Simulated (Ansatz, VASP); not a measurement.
**Lu3Pt2: VASP beside Ansatz**

```
CELL_PARAMETERS angstrom
4.76769 0.00000 0.00000
-2.38385 4.12894 0.00000
0.00000 0.00000 5.95436
ATOMIC_POSITIONS crystal
Lu 0.00000 0.00000 0.00000
Lu 0.33333 0.66667 0.66350
Lu 0.66667 0.33333 0.33650
Pt 0.33333 0.66667 0.17786
Pt 0.66667 0.33333 0.82214
```

Change from the starting cell: species swapped into the Ga3Pt2 type (P-3m1, No. 164).

Alike in both runs: functional PBE; k mesh 6 × 6 × 4; occupations gaussian, width 0.1 eV; no spin polarisation.

Ansatz relaxed the structure, and its values are those at the end. VASP's run is a single point on that final structure, the one shown.

```csv
,VASP,Ansatz
version,VASP 6.6.1,Ansatz 0.2.0
potentials or method,"VASP PAW PBE potentials, release 64 (Lu, Pt), cutoff 520 eV","scalar-relativistic, plane waves, PAW"
valence electrons in the cell,95,111
```

```csv
,VASP,Ansatz,Ansatz less VASP
gap on the k mesh at the Fermi level (eV),none,none,-
pressure (GPa),0.6,0.2,-0.36
rms of the force components (eV/Å),0.006,0.006,0.0000
```

A gap of «none» marks a metal or a gap that the smearing closes. With one functional, cell and mesh, what is left measures potentials, basis and numerics. VASP's potentials hold 95 valence electrons a cell and Ansatz's 111, so a difference there can come from the potentials and not from the codes.

Spin-orbit coupling is off throughout.
